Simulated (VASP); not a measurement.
# SiNi (P2_13) in VASP: notebook, part 2 of 2

VASP 6.6.1.

**3. Single point, r2SCAN (9.79 Å³/atom)**

This run uses another cell than the first one, of 9.79 Å³/atom.

POSCAR reads:

```
SiNi
1.0
    4.2786884176      0.0000000000      0.0000000000
    0.0000000000      4.2786884176      0.0000000000
    0.0000000000      0.0000000000      4.2786884176
Si Ni
4 4
Direct
    0.6525228971      0.1525228971      0.3474771029
    0.1525228971      0.3474771029      0.6525228971
    0.3474771029      0.6525228971      0.1525228971
    0.8474771029      0.8474771029      0.8474771029
    0.3495837761      0.8495837761      0.6504162239
    0.8495837761      0.6504162239      0.3495837761
    0.6504162239      0.3495837761      0.8495837761
    0.1504162239      0.1504162239      0.1504162239
```

INCAR.step1 reads:

```
ALGO = Normal ; EDIFF = 1E-4
ENCUT = 520 ; GGA = PE
ISMEAR = 0 ; LASPH = True
LCHARG = False ; LREAL = False
LWAVE = True ; NBANDS = 38
NELM = 100 ; PREC = Accurate
SIGMA = 0.1
```

INCAR.step2 reads:

```
ALGO = Normal ; EDIFF = 1E-6
ENCUT = 520 ; ISIF = 2
ISMEAR = 0 ; ISTART = 1
LASPH = True ; LCHARG = False
LMIXTAU = True ; LREAL = False
LWAVE = False ; METAGGA = R2SCAN
NBANDS = 38 ; NELM = 100
PREC = Accurate ; SIGMA = 0.1
```

KPOINTS reads:

```
k-points
0
Gamma
  8 8 8
```

Potentials or basis: VASP PAW PBE potentials, release 64 (Si, Ni).

Command:

```sh
> cat potpaw_PBE.64/Si/POTCAR potpaw_PBE.64/Ni/POTCAR > POTCAR
> cp INCAR.step1 INCAR
> mpirun -np 1 vasp_std > vasp.out
> cp INCAR.step2 INCAR
> mpirun -np 1 vasp_std > vasp.out
```

OUTCAR:

```text
EDIFF = 1E-6
   ENCUT = 520
   ISIF = 2
   ISMEAR = 0
   ISTART = 1
   LASPH = True
   LREAL = False
   METAGGA = R2SCAN
   NELM = 100
   PREC = Accurate

 ion  position               nearest neighbor table
   1  0.653  0.153  0.347-   5 2.25   6 2.29   7 2.29   8 2.29   7 2.31   6 2.31   8 2.31   2 2.64
                             4 2.64   3 2.64   3 2.64   2 2.64   4 2.64
   2  0.153  0.347  0.653-   6 2.25   5 2.29   7 2.29   8 2.29   5 2.31   8 2.31   7 2.31   1 2.64
                             3 2.64   3 2.64   4 2.64   1 2.64   4 2.64
   3  0.347  0.653  0.153-   7 2.25   6 2.29   5 2.29   8 2.29   6 2.31   5 2.31   8 2.31   1 2.64
                             2 2.64   2 2.64   1 2.64   4 2.64   4 2.64
   4  0.847  0.847  0.847-   8 2.25   6 2.29   7 2.29   5 2.29   7 2.31   6 2.31   5 2.31   2 2.64
                             3 2.64   1 2.64   1 2.64   2 2.64   3 2.64
   5  0.350  0.850  0.650-   1 2.25   2 2.29   3 2.29   4 2.29   3 2.31   2 2.31   4 2.31   8 2.64
                             8 2.64   6 2.64   7 2.64   7 2.64   6 2.64
   6  0.850  0.650  0.350-   2 2.25   1 2.29   3 2.29   4 2.29   1 2.31   4 2.31   3 2.31   8 2.64
[... 212 lines left out ...]
      1      -2.0996      2.00000
      2       4.2018      2.00000
      3       4.2018      2.00000
      4       4.2018      2.00000
      5       6.7946      2.00000
      6       6.7946      2.00000
[... 973 lines left out ...]
     37      19.8849      0.00000
     38      20.9052      0.00000

 [... further k-points ...]

------------------------ aborting loop because EDIFF is reached ----------------------------------------

  FORCE on cell =-STRESS in cart. coord.  units (eV):
  Direction    XX          YY          ZZ          XY          YZ          ZX
  --------------------------------------------------------------------------------------
  -------------------------------------------------------------------------------------
  Total       17.1891421     17.1891421     17.1891421      0.0000000      0.0000000      0.0000000
  in kB      351.5869924    351.5869924    351.5869924      0.0000000      0.0000000      0.0000000
  external PRESSURE =     351.5869924 kB  Pullay stress =       0.0000000 kB

 VOLUME and BASIS-vectors are now :
 -----------------------------------------------------------------------------
  energy-cutoff  :      520.00
  volume of cell :       78.33
      direct lattice vectors                 reciprocal lattice vectors
     4.278688418  0.000000000  0.000000000     0.233716481  0.000000000  0.000000000
     0.000000000  4.278688418  0.000000000     0.000000000  0.233716481  0.000000000
     0.000000000  0.000000000  4.278688418     0.000000000  0.000000000  0.233716481

 POSITION                                       TOTAL-FORCE (eV/Angst)
 -----------------------------------------------------------------------------------
      2.79194      0.65260      1.48675        -0.000861     -0.000861      0.000861
      0.65260      1.48675      2.79194        -0.000861      0.000861     -0.000861
      1.48675      2.79194      0.65260         0.000861     -0.000861     -0.000861
      3.62609      3.62609      3.62609         0.000861      0.000861      0.000861
      1.49576      3.63510      2.78293        -0.000128     -0.000128      0.000128
      3.63510      2.78293      1.49576        -0.000128      0.000128     -0.000128
      2.78293      1.49576      3.63510         0.000128     -0.000128     -0.000128
      0.64358      0.64358      0.64358         0.000128      0.000128      0.000128
 -----------------------------------------------------------------------------------
    total drift:                                0.000001      0.000001      0.000000

  FREE ENERGIE OF THE ION-ELECTRON SYSTEM (eV)
  ---------------------------------------------------
  free  energy   TOTEN  =       -84.8217678166 eV

  energy  without entropy=      -84.8109376066  energy(sigma->0) =      -84.81635271
```

OUTCAR.step1:

```text
EDIFF = 1E-4
   ENCUT = 520
   GGA = PE
   ISMEAR = 0
[... 1238 lines left out ...]
      1.49576      3.63510      2.78293        -0.015366     -0.015366      0.015366
      3.63510      2.78293      1.49576        -0.015366      0.015366     -0.015366
      2.78293      1.49576      3.63510         0.015366     -0.015366     -0.015366
      0.64358      0.64358      0.64358         0.015366      0.015366      0.015366
 -----------------------------------------------------------------------------------
    total drift:                                0.000001      0.000001      0.000000

  FREE ENERGIE OF THE ION-ELECTRON SYSTEM (eV)
  ---------------------------------------------------
  free  energy   TOTEN  =       -45.2218766971 eV

  energy  without entropy=      -45.2103349473  energy(sigma->0) =      -45.21610582
```

It took 6.6 min on 1 thread of Intel Xeon 8259CL, shared host; peak memory 0.25 GiB.

What came out:

```yaml
Free_energy: -84.8218 eV
Pressure: 35.2 GPa
Band_gap_on_the_k_mesh: zero (bands 28 and 29 overlap by 1.55 eV)
```

Caveat: the cell stands under pressure; the PAW data sets were made with another functional, which shifts forces and pressure a little.

**4. Single point, r2SCAN (10.13 Å³/atom)**

This run uses another cell than the first one, of 10.13 Å³/atom.

POSCAR reads:

```
SiNi
1.0
    4.3267675926      0.0000000000      0.0000000000
    0.0000000000      4.3267675926      0.0000000000
    0.0000000000      0.0000000000      4.3267675926
Si Ni
4 4
Direct
    0.6526249749      0.1526249749      0.3473750251
    0.1526249749      0.3473750251      0.6526249749
    0.3473750251      0.6526249749      0.1526249749
    0.8473750251      0.8473750251      0.8473750251
    0.3498838911      0.8498838911      0.6501161089
    0.8498838911      0.6501161089      0.3498838911
    0.6501161089      0.3498838911      0.8498838911
    0.1501161089      0.1501161089      0.1501161089
```

INCAR.step1 reads:

```
SYSTEM = SiNi
  PREC = Accurate
  ENCUT = 520
  ISMEAR = 0
  SIGMA = 0.1
  LREAL = .FALSE.
  LASPH = .TRUE.
  NELM = 60
  NBANDS = 38
  GGA = PE
  ALGO = Normal
  EDIFF = 1E-4
  LWAVE = .TRUE.
  LCHARG = .FALSE.
```

INCAR.step2 reads:

```
SYSTEM = SiNi
  PREC = Accurate
  ENCUT = 520
  EDIFF = 1E-7
  ISMEAR = 0
  SIGMA = 0.1
  LREAL = .FALSE.
  LASPH = .TRUE.
  NELM = 60
  ALGO = Normal
  ISIF = 2
  LWAVE = .FALSE.
  LCHARG = .TRUE.
  METAGGA = R2SCAN
  LMIXTAU = .TRUE.
  LELF = .TRUE.
  LVHAR = .TRUE.
  NBANDS = 38
  ISTART = 1
```

KPOINTS reads:

```
Automatic mesh
0
G
  8 8 8
  0 0 0
```

Command:

```sh
> cat potpaw_PBE.64/Si/POTCAR potpaw_PBE.64/Ni/POTCAR > POTCAR
> cp INCAR.step1 INCAR
> mpirun -np 1 vasp_std > vasp.out
> cp INCAR.step2 INCAR
> mpirun -np 1 vasp_std > vasp.out
```

It took 8 min on 1 thread of Intel Xeon 8259CL, shared host; peak memory 0.26 GiB.

Results (log left out):

| Quantity | Value |
| --- | --- |
| Free energy | -85.3133 eV |
| Pressure | 24.0 GPa |
| Band gap on the k mesh | zero (bands 28 and 29 overlap by 1.52 eV) |

Forces on the atoms (eV/Å):
```
Si  -0.001 -0.001  0.001
Si  -0.001  0.001 -0.001
Si   0.001 -0.001 -0.001
Si   0.001  0.001  0.001
Ni   0.001  0.001 -0.001
Ni   0.001 -0.001  0.001
Ni  -0.001  0.001  0.001
Ni  -0.001 -0.001 -0.001
```

Levels at points of the mesh, in eV from the Fermi level:
| k point | band 25 | band 26 | band 27 | band 28 | band 29 | band 30 | band 31 | band 32 |
| --- | --- | --- | --- | --- | --- | --- | --- | --- |
| (0.00, 0.00, 0.00) | -2.07 | -2.07 | -2.07 | 1.36 | 1.36 | 1.36 | 1.39 | 1.39 |
| (0.50, 0.00, 0.00) | -2.54 | -2.54 | -0.89 | -0.89 | -0.16 | -0.16 | 3.05 | 3.05 |
| (0.50, 0.50, 0.00) | -2.01 | -2.01 | -1.27 | -1.27 | 0.51 | 0.51 | 0.97 | 0.97 |
| (0.50, 0.50, 0.50) | -2.29 | -2.29 | -2.29 | -2.29 | 5.08 | 5.08 | 5.08 | 5.08 |

Caveat: the cell stands under pressure; the PAW data sets were made with another functional, which shifts forces and pressure a little. Spin polarisation is off, so any magnetic state and its effect on volume and gap are missing.

**5. The runs side by side**

| cell | k mesh | gap on the mesh (eV) | pressure (GPa) |
| --- | --- | --- | --- |
| a = 4.504 Å, 8 atoms, atomic positions A | 4 × 4 × 4 | none | -4.9 |
| a = 4.279 Å, 8 atoms, atomic positions B | 8 × 8 × 8 | none | 35.2 |
| a = 4.327 Å, 8 atoms, atomic positions C | 8 × 8 × 8 | none | 24.0 |

Alike in all rows: task single point; level r2SCAN; potentials or basis VASP PAW PBE potentials, release 64 (Si, Ni); no spin polarisation; cutoff (eV) 520; smearing gaussian 0.1 eV.

Caveats: the PAW data sets were made with another functional, which shifts forces and pressure a little; the cell stands under pressure (at least some runs); the cell stands under tension (at least some runs).

Absolute energies hang on the potentials; compare differences alone.
